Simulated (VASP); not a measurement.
# NiO (Fm-3m) in VASP: settings compared, part 2 of 2

VASP 6.6.1. Earlier steps stand in the parts before.

## (4) Single point, BLYP+D4, collinear spin, ferromagnetic start

This run uses another cell than the first one, of 9.26 Å³/atom.

The input, INCAR:

```
AGGAC = 1.0
AGGAX = 1.0
ALDAC = 0.0
ALDAX = 1.0
ALGO = Normal
EDIFF = 1E-6
ENCUT = 700
GGA = B5
GGA_COMPAT = F
ISIF = 2
ISMEAR = -1
ISPIN = 2
IVDW = 13
LASPH = T
LCHARG = F
LMAXMIX = 4
LORBIT = 11
LREAL = F
LWAVE = F
MAGMOM = 1 0
NBANDS = 23
NELM = 200
PREC = Accurate
SIGMA = 0.05
VDW_A1 = 0.44488865
VDW_A2 = 4.0933009
VDW_S6 = 1.0
VDW_S8 = 2.34076671
```

The input, KPOINTS:

```
k-points
0
Gamma
  11 11 11
```

The input, POSCAR:

```
NiO
1.0
    0.0000000000      2.0997159621      2.0997159621
    2.0997159621      0.0000000000      2.0997159621
    2.0997159621      2.0997159621      0.0000000000
Ni O
1 1
Direct
    0.0000000000      0.0000000000      0.0000000000
    0.5000000000      0.5000000000      0.5000000000
```

Started as:

```bash
> cat potpaw_PBE.64/Ni_sv_GW/POTCAR potpaw_PBE.64/O/POTCAR > POTCAR
> mpirun -np 1 vasp_std > vasp.out
```

It took 2.2 min on 1 thread of AMD EPYC 7R43 (Zen 3), shared host; peak memory 0.19 GiB.

It converged, with:

| Property | Result |
| --- | --- |
| Free energy | -12.7642 eV |
| Pressure | 1.3 GPa |
| Net moment | 1.74 μB per cell |
| Site moments | Ni +1.43; O +0.27 μB |
| Valence electrons inside the program's atomic spheres | Ni 16.17; O 4.99 |
| Dispersion energy per atom | -0.585 eV |

Levels at points of the mesh, in eV from the Fermi level:
Spin up:
```
           k point  band 11  band 12  band 13  band 14  band 15  band 16
(0.00, 0.00, 0.00)    -2.64    -2.64    -2.64     1.66    18.41    19.00
```
Spin down:
```
           k point  band 7  band 8  band 9  band 10  band 11  band 12  band 13  band 14  band 15  band 16
(0.00, 0.00, 0.00)   -2.46   -2.46   -1.87    -1.87    -1.87    -0.56    -0.56     2.00    18.37    19.22
```

Caveat: the PAW data sets were made with another functional, which shifts forces and pressure a little; a cell with one magnetic atom can't hold antiferromagnetic order, which such compounds often take; semilocal functionals often make such compounds metallic where correlation or magnetic order opens a gap, which also shifts bond lengths. With open d or f shells a metallic result of BLYP can be an artefact of self-interaction; +U or a hybrid may open a gap.

## (5) Single point, r2SCAN+D4, collinear spin, ferromagnetic start

This run uses another cell than the first one, of 8.53 Å³/atom.

The input, POSCAR:

```
NiO
1.0
    0.0000000000      2.0433202721      2.0433202721
    2.0433202721      0.0000000000      2.0433202721
    2.0433202721      2.0433202721      0.0000000000
Ni O
1 1
Direct
    0.0000000000      0.0000000000      0.0000000000
    0.5000000000      0.5000000000      0.5000000000
```

The input, INCAR.step1:

```
SYSTEM = NiO
  PREC = Accurate
  ENCUT = 770
  ISMEAR = -1
  SIGMA = 0.05
  LREAL = .False.
  LASPH = .True.
  NELM = 200
  ISPIN = 2
  MAGMOM = 1 0
  LMAXMIX = 4
  NBANDS = 23
  GGA = PE
  ALGO = Normal
  EDIFF = 1E-5
  LWAVE = .True.
  LCHARG = .False.
  GGA_COMPAT = .False.
```

The input, INCAR.step2:

```
SYSTEM = NiO
  PREC = Accurate
  ENCUT = 770
  EDIFF = 1E-6
  ISMEAR = -1
  SIGMA = 0.05
  LREAL = .False.
  LASPH = .True.
  NELM = 200
  ALGO = Normal
  ISIF = 2
  LWAVE = .False.
  LCHARG = .False.
  ISPIN = 2
  MAGMOM = 1 0
  LORBIT = 11
  LMAXMIX = 4
  METAGGA = R2SCAN
  LMIXTAU = .True.
  IVDW = 13
  VDW_S6 = 1.0
  VDW_S8 = 0.6018749
  VDW_A1 = 0.51559235
  VDW_A2 = 5.77342911
  NBANDS = 23
  ISTART = 1
  GGA_COMPAT = .False.
```

The input, KPOINTS:

```
Automatic mesh
0
Gamma
  11 11 11
  0 0 0
```

Potentials or basis: VASP PAW PBE potentials, release 64 (Ni_sv_GW, O).

Started as:

```bash
> cat potpaw_PBE.64/Ni_sv_GW/POTCAR potpaw_PBE.64/O/POTCAR > POTCAR
> cp INCAR.step1 INCAR
> mpirun -np 1 vasp_std > vasp.out
> cp INCAR.step2 INCAR
> mpirun -np 1 vasp_std > vasp.out
```

OUTCAR:

```text
SYSTEM = NiO
   PREC = Accurate
   ENCUT = 770
   EDIFF = 1E-6
   ISMEAR = -1
   LREAL = .False.
   LASPH = .True.
   NELM = 200
   ISIF = 2
   ISPIN = 2
   LORBIT = 11
   METAGGA = R2SCAN
   IVDW = 13
   ISTART = 1

 ion  position               nearest neighbor table
   1  0.000  0.000  0.000-   2 2.04   2 2.04   2 2.04   2 2.04   2 2.04   2 2.04
   2  0.500  0.500  0.500-   1 2.04   1 2.04   1 2.04   1 2.04   1 2.04   1 2.04

  LATTYP: Found a face centered cubic cell.
 ALAT       =     4.0866405442
[... 1471 lines left out ...]

 VOLUME and BASIS-vectors are now :
 -----------------------------------------------------------------------------
  energy-cutoff  :      770.00
  volume of cell :       17.06
      direct lattice vectors                 reciprocal lattice vectors
     0.000000000  2.043320272  2.043320272    -0.244699770  0.244699770  0.244699770
     2.043320272  0.000000000  2.043320272     0.244699770 -0.244699770  0.244699770
     2.043320272  2.043320272  0.000000000     0.244699770  0.244699770 -0.244699770

 POSITION                                       TOTAL-FORCE (eV/Angst)
 -----------------------------------------------------------------------------------
      0.00000      0.00000      0.00000        -0.000000      0.000000     -0.000000
      2.04332      2.04332      2.04332         0.000000     -0.000000      0.000000
 -----------------------------------------------------------------------------------
    total drift:                               -0.000000      0.000000      0.000000

  FREE ENERGIE OF THE ION-ELECTRON SYSTEM (eV)
  ---------------------------------------------------
  free  energy   TOTEN  =       -21.2923152434 eV

  energy  without entropy=      -21.2922992134  energy(sigma->0) =      -21.29230723

 total charge

# of ion       s       p       d       f       tot
--------------------------------------------------
    1        2.155   6.242   7.756   0.013  16.166
    2        1.551   3.543   0.000   0.000   5.094
--------------------------------------------------
tot          3.706   9.785   7.756   0.013  21.261

 magnetization (x)

# of ion       s       p       d       f       tot
--------------------------------------------------
    1        0.008   0.010   1.678   0.000   1.696
    2        0.031   0.245   0.000   0.000   0.276
--------------------------------------------------
tot          0.039   0.255   1.678   0.000   1.972
```

OSZICAR.step1:

```text
N       E                     dE             d eps       ncg     rms          rms(c)
DAV:   1     0.276461388579E+03    0.27646E+03   -0.15392E+04  7718   0.439E+03
DAV:   2    -0.357512970488E+01   -0.28004E+03   -0.26691E+03  8260   0.953E+02
DAV:   3    -0.172640723061E+02   -0.13689E+02   -0.13620E+02  7843   0.230E+02
DAV:   4    -0.174755752909E+02   -0.21150E+00   -0.21148E+00  7369   0.147E+01
DAV:   5    -0.174805769527E+02   -0.50017E-02   -0.50015E-02  6621   0.218E+00    0.176E+01
DAV:   6    -0.164120824619E+02    0.10685E+01   -0.49539E+01  8620   0.356E+02    0.217E+01
DAV:   7    -0.124435229152E+02    0.39686E+01   -0.21247E+01  6992   0.319E+02    0.418E+00
DAV:   8    -0.123608890500E+02    0.82634E-01   -0.72855E-01  8904   0.200E+01    0.260E+00
DAV:   9    -0.123343859154E+02    0.26503E-01   -0.67171E-02  9283   0.125E+01    0.968E-01
DAV:  10    -0.123425943319E+02   -0.82084E-02   -0.28822E-02  8858   0.859E+00    0.347E-01
DAV:  11    -0.123433719206E+02   -0.77759E-03   -0.30622E-03  8837   0.215E+00    0.884E-02
DAV:  12    -0.123434233426E+02   -0.51422E-04   -0.16490E-04  8170   0.413E-01    0.596E-02
DAV:  13    -0.123434561944E+02   -0.32852E-04   -0.19076E-05  5805   0.207E-01    0.269E-02
DAV:  14    -0.123434607807E+02   -0.45863E-05   -0.25538E-05  3616   0.169E-01
   1 F= -.12343461E+02 E0= -.12337788E+02  d E =-.113448E-01  mag=     1.5194
```

Run time: 5 min. Hardware: 1 thread of Intel Xeon Platinum 8488C (Sapphire Rapids), shared host; peak memory 0.25 GiB.

What came out:

```
Free energy                                           : -21.2923 eV
Pressure                                              : 17.1 GPa
Band gap on the k mesh                                : 0.62 eV (least direct gap 1.72 eV)
Net moment                                            : 2.00 μB per cell
Site moments                                          : Ni +1.70; O +0.28 μB
Valence electrons inside the program's atomic spheres : Ni 16.17; O 5.09
Dispersion energy per atom                            : -0.122 eV
```

Caveat: the cell stands under pressure; the PAW data sets were made with another functional, which shifts forces and pressure a little; an odd mesh through Γ misses points on the zone boundary, where band edges can lie; a cell with one magnetic atom can't hold antiferromagnetic order, which such compounds often take.

## (6) Single point, LDA, collinear spin, ferromagnetic start

This run uses another cell than the first one, of 9.62 Å³/atom.

The input, INCAR:

```
ALGO = Normal
EDIFF = 1E-6
ENCUT = 700
GGA_COMPAT = F
ISIF = 2
ISMEAR = -1
ISPIN = 2
LASPH = T
LCHARG = T
LELF = T
LMAXMIX = 4
LORBIT = 11
LREAL = F
LVHAR = T
LWAVE = F
MAGMOM = 1 0
NBANDS = 23
NELM = 200
PREC = Accurate
SIGMA = 0.05
```

The input, KPOINTS:

```
k-points
0
Gamma
  11 11 11
```

The input, POSCAR:

```
NiO
1.0
    0.0000000000      2.1268120599      2.1268120599
    2.1268120599      0.0000000000      2.1268120599
    2.1268120599      2.1268120599      0.0000000000
Ni O
1 1
Direct
    0.0000000000      0.0000000000      0.0000000000
    0.5000000000      0.5000000000      0.5000000000
```

Potentials or basis: VASP PAW LDA potentials, release 64 (Ni_sv_GW, O).

Started as:

```bash
> cat potpaw_LDA.64/Ni_sv_GW/POTCAR potpaw_LDA.64/O/POTCAR > POTCAR
> mpirun -np 1 vasp_std > vasp.out
```

Wall time 2.4 min (1 thread of Intel Xeon Platinum 8259CL at 2.50GHz (Skylake/Cascade Lake), shared host); peak memory 0.21 GiB.

Results (log left out):

| Quantity | Value |
| --- | --- |
| Free energy | -14.0007 eV |
| Pressure | -28.5 GPa |
| Net moment | 0.25 μB per cell |
| Site moments | Ni +0.21; O +0.03 μB |
| Valence electrons inside the program's atomic spheres | Ni 16.18; O 4.87 |

Levels at points of the mesh, in eV from the Fermi level:
Spin up:
```csv
k point,band 9,band 10,band 11,band 12,band 13,band 14,band 15,band 16
"(0.00, 0.00, 0.00)",-1.68,-1.68,-1.68,-1.60,-1.60,1.38,17.54,18.56
```
Spin down:
```tsv
k point	band 9	band 10	band 11	band 12	band 13	band 14	band 15	band 16
(0.00, 0.00, 0.00)	-1.54	-1.54	-1.54	-1.32	-1.32	1.42	17.54	18.60
```

Caveat: the cell stands under tension; semilocal functionals often make such compounds metallic where correlation or magnetic order opens a gap, which also shifts bond lengths.

## (7) The runs side by side

```csv
level,potentials or basis,cell,cutoff (eV),gap on the mesh (eV),pressure (GPa),moment (μB)
BLYP+D3(BJ),"VASP PAW PBE potentials, release 64 (Ni_sv_GW, O)","a = 2.910 Å, angles 60.0°, 2 atoms",700,none,16.8,1.54
BLYP+D4,"VASP PAW PBE potentials, release 64 (Ni_sv_GW, O)","a = 2.890 Å, angles 60.0°, 2 atoms",700,none,19.5,1.46
BLYP+D4,"VASP PAW PBE potentials, release 64 (Ni_sv_GW, O)","a = 2.969 Å, angles 60.0°, 2 atoms",700,none,1.3,1.74
r2SCAN+D4,"VASP PAW PBE potentials, release 64 (Ni_sv_GW, O)","a = 2.890 Å, angles 60.0°, 2 atoms",770,0.62,17.1,2.00
LDA,"VASP PAW LDA potentials, release 64 (Ni_sv_GW, O)","a = 3.008 Å, angles 60.0°, 2 atoms",700,none,-28.5,0.25
```

Alike in all rows: task single point; spin collinear, ferromagnetic start; k mesh 11 × 11 × 11; smearing fermi-dirac 0.05 eV.

Caveats: the PAW data sets were made with another functional, which shifts forces and pressure a little (at least some runs); a cell with one magnetic atom can't hold antiferromagnetic order, which such compounds often take (at least some runs); semilocal functionals often make such compounds metallic where correlation or magnetic order opens a gap, which also shifts bond lengths (at least some runs); the cell stands under pressure (at least some runs); an odd mesh through Γ misses points on the zone boundary, where band edges can lie (at least some runs); the cell stands under tension (at least some runs).

Total energies depend on the potentials used, so only differences within one code and one set of settings carry meaning.
